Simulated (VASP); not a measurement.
# Zr (I4_1/amd) in VASP: a series of runs, part 2 of 2

VASP 6.6.1. Earlier steps stand in the parts before.

## Step 3: Single point, PBE

Input file INCAR:

```
SYSTEM = Zr
PREC     = Accurate       ! precision mode
ENCUT    = 520            ! plane-wave cutoff, eV
EDIFF    = 1E-6           ! SCF threshold, eV
ISMEAR   = -1             ! smearing method
SIGMA    = 0.1            ! smearing width, eV
LREAL    = .FALSE.        ! projectors in reciprocal space
LASPH    = .TRUE.         ! aspherical terms in the spheres
NELM     = 60             ! most SCF steps
ALGO     = Normal         ! electronic algorithm
ISIF     = 2              ! what is computed and relaxed
LWAVE    = .FALSE.        ! write WAVECAR
LCHARG   = .TRUE.         ! write CHGCAR
GGA      = PE             ! functional
LELF     = .TRUE.         ! ELF
LVHAR    = .TRUE.       
NBANDS   = 19             ! bands
```

Input file KPOINTS:

```
regular mesh
0
G
  19 19 19
  0 0 0
```

Input file POSCAR:

```
Zr
1.0
   -2.0824259510      2.0824259510      1.1547069819
    2.0824259510     -2.0824259510      1.1547069819
    2.0824259510      2.0824259510     -1.1547069819
Zr
2
Direct
   -0.3750000000     -0.1250000000     -0.2500000000
    0.3750000000      0.1250000000      0.2500000000
```

Potentials or basis: VASP PAW PBE potentials, release 64 (Zr_sv).

Run with:

```
cat potpaw_PBE.64/Zr_sv/POTCAR > POTCAR
mpirun -np 1 vasp_std > vasp.out
```

OUTCAR:

```text
SYSTEM = Zr
   PREC = Accurate
   ENCUT = 520
   EDIFF = 1E-6
   ISMEAR = -1
   LREAL = .FALSE.
   LASPH = .TRUE.
   NELM = 60
   ISIF = 2
   GGA = PE

 ion  position               nearest neighbor table
   1  0.625  0.875  0.750-   2 2.16   2 2.16   2 2.16   2 2.16   2 2.71   2 2.71   2 2.71   2 2.71
                             2 3.56   2 3.56
   2  0.375  0.125  0.250-   1 2.16   1 2.16   1 2.16   1 2.16   1 2.71   1 2.71   1 2.71   1 2.71
                             1 3.56   1 3.56

  LATTYP: Found a body centered tetragonal cell.
 ALAT       =     4.1648519020
 C/A-ratio  =     0.5545008606

  Lattice vectors:

 A1 = (  -2.0824259510,   2.0824259510,   1.1547069819)
 A2 = (   2.0824259510,  -2.0824259510,   1.1547069819)
 A3 = (   2.0824259510,   2.0824259510,  -1.1547069819)

Analysis of symmetry for initial positions (statically):
=====================================================================
 Subroutine PRICEL returns:
 Original cell was already a primitive cell.

 Routine SETGRP: Setting up the symmetry group for a
 body centered tetragonal supercell.

 Subroutine GETGRP returns: Found 16 space group operations
 (whereof  4 operations were pure point group operations)
 out of a pool of 16 trial point group operations.

The static configuration has the point symmetry C_2h.
 The point group associated with its full space group is D_4h.

Analysis of symmetry for dynamics (positions and initial velocities):
=====================================================================
 Subroutine PRICEL returns:
 Original cell was already a primitive cell.

 Routine SETGRP: Setting up the symmetry group for a
 body centered tetragonal supercell.

 Subroutine GETGRP returns: Found 16 space group operations
 (whereof  4 operations were pure point group operations)
 out of a pool of 16 trial point group operations.

[... 115 lines left out ...]
   EFERMI =   0.00;   METHOD = LEGACY
   ISMEAR =    -1;   SIGMA  =   0.10  broadening in eV -4-tet -1-fermi 0-gaus
   EFERMI_NEDOS =   21; number of points for ismear=-14 and -15
   IALGO  =     38    algorithm
   IMIX   =      4    mixing-type and parameters
     AMIX     =   0.40;   BMIX     =  1.00
     AMIX_MAG =   1.60;   BMIX_MAG =  1.00
  volume/ion in A,a.u.               =      10.01        67.58
  Fermi-wavevector in a.u.,A,eV,Ry     =   1.738821  3.285896 41.137206  3.023499
  Thomas-Fermi vector in A             =   2.811780
   LORBIT       =      0    0 simple, 1 ext, 2 COOP (PROOUT), +10 PAW based schemes
   GGA     = PE    functional components
   LHFCALC =     F    Hartree Fock is set to
   AEXX    =    0.0000 exact exchange contribution
   IVDW    =     0    specifies the selected vdW correction
   LEPSILON=     F    determine dielectric tensor
   LRPA    =     F    only Hartree local field effects (RPA)
 non-spin polarized calculation
  energy-cutoff  :      520.00
  volume of cell :       20.03
 maximum number of plane-waves:       552
   NGX = 11   NGY = 11   NGZ = 11

 number of electron      24.0000000 magnetization

 Free energy of the ion-electron system (eV)
  ---------------------------------------------------
  ext. energy  EPLUGINS =         0.00000000
  ---------------------------------------------------
  free energy    TOTEN  =        -1.66827751 eV

  energy without entropy =       -1.62725588  energy(sigma->0) =       -1.64776670

 E-fermi :  22.1618     XC(G=0): -15.5583

 val. band max:       22.1576487205   @ k =  -0.4211   0.3158   0.0000
 cond. band min:      22.1738112080   @ k =  -0.3158  -0.4211   0.3158
 fundamental gap:      0.0161624875
 Fermi energy:        22.1618494399

 k-point     1 :       0.0000    0.0000    0.0000
  band No.  band energies     occupation
      1     -29.3936      2.00000
      2     -24.5346      2.00000
      3      -8.5751      2.00000
      4      -8.5751      2.00000
      5      -1.5935      2.00000
      6      -1.4753      2.00000
[... 505 lines left out ...]
      6      -3.9472      2.00000
[... 11 lines left out ...]
     18      33.2715      0.00000
     19      36.3256      0.00000

 [... further k-points ...]

------------------------ aborting loop because EDIFF is reached ----------------------------------------

  FORCE on cell =-STRESS in cart. coord.  units (eV):
  Direction    XX          YY          ZZ          XY          YZ          ZX
  --------------------------------------------------------------------------------------
  -------------------------------------------------------------------------------------
  Total       44.4430862     44.4430862     44.2576333      0.0000000      0.0000000      0.0000000
  in kB     3555.0349477   3555.0349477   3540.2004296      0.0000000      0.0000000      0.0000000
  external PRESSURE =    3550.0901083 kB  Pullay stress =       0.0000000 kB

 VOLUME and BASIS-vectors are now :
 -----------------------------------------------------------------------------
  energy-cutoff  :      520.00
  volume of cell :       20.03
      direct lattice vectors                 reciprocal lattice vectors
    -2.082425951  2.082425951  1.154706982     0.000000000  0.240104576  0.433010286
     2.082425951 -2.082425951  1.154706982     0.240104576  0.000000000  0.433010286
     2.082425951  2.082425951 -1.154706982     0.240104576  0.240104576  0.000000000

 POSITION                                       TOTAL-FORCE (eV/Angst)
 -----------------------------------------------------------------------------------
      2.08243      1.04121      0.86603         0.000000      0.000000      0.000000
     -0.00000      1.04121      0.28868        -0.000000     -0.000000     -0.000000
 -----------------------------------------------------------------------------------
    total drift:                               -0.000000      0.000000      0.000000

  FREE ENERGIE OF THE ION-ELECTRON SYSTEM (eV)
  ---------------------------------------------------
  free  energy   TOTEN  =        -1.6682775109 eV

  energy  without entropy=       -1.6272558826  energy(sigma->0) =       -1.64776670
```

OSZICAR:

```text
N       E                     dE             d eps       ncg     rms          rms(c)
DAV:   1     0.254522516275E+03    0.25452E+03   -0.13838E+04 20932   0.138E+03
DAV:   2     0.124711675355E+02   -0.24205E+03   -0.23653E+03 23033   0.420E+02
DAV:   3    -0.122393647679E+01   -0.13695E+02   -0.13242E+02 35846   0.810E+01
DAV:   4    -0.157484466269E+01   -0.35091E+00   -0.34881E+00 23996   0.112E+01
DAV:   5    -0.158061902296E+01   -0.57744E-02   -0.57729E-02 27070   0.116E+00    0.860E+01
DAV:   6    -0.150098952731E+01    0.79629E-01   -0.53652E-01 32973   0.554E+00    0.464E+01
DAV:   7    -0.165816684663E+01   -0.15718E+00   -0.60436E-01 32965   0.486E+00    0.242E+00
DAV:   8    -0.166865136826E+01   -0.10485E-01   -0.61200E-02 22852   0.250E+00    0.538E-01
DAV:   9    -0.166840763101E+01    0.24374E-03   -0.34161E-03 23852   0.503E-01    0.770E-02
DAV:  10    -0.166828209155E+01    0.12554E-03   -0.19939E-04 23884   0.143E-01    0.758E-02
DAV:  11    -0.166828013565E+01    0.19559E-05   -0.10403E-05 25982   0.199E-02    0.149E-02
DAV:  12    -0.166827736768E+01    0.27680E-05   -0.11677E-06 15628   0.997E-03    0.672E-04
DAV:  13    -0.166827751094E+01   -0.14327E-06   -0.22001E-07 11446   0.391E-03
   1 F= -.16682775E+01 E0= -.16477667E+01  d E =-.410216E-01
```

stdout:

```text
POSCAR found type information on POSCAR Zr
 POSCAR found :  1 types and       2 ions
 scaLAPACK will be used
 LDA part: xc-table for (Slater+PW92), standard interpolation
 POSCAR, INCAR and KPOINTS ok, starting setup
 FFT: planning ... GRIDC
 FFT: planning ... GRID_SOFT
 FFT: planning ... GRID
 WAVECAR not read
 entering main loop
```

It took 6.6 min on 1 thread of AMD EPYC 7R13, shared host; peak memory 0.25 GiB.

What came out:

* Free energy: -1.6683 eV
* Pressure: 355.0 GPa
* Band gap on the k mesh: zero (bands 12 and 13 overlap by 3.71 eV)

Stress tensor (GPa, compression positive):
```
355.50   0.00   0.00
  0.00 355.50   0.00
  0.00   0.00 354.02
```

Caveat: the cell stands under pressure.
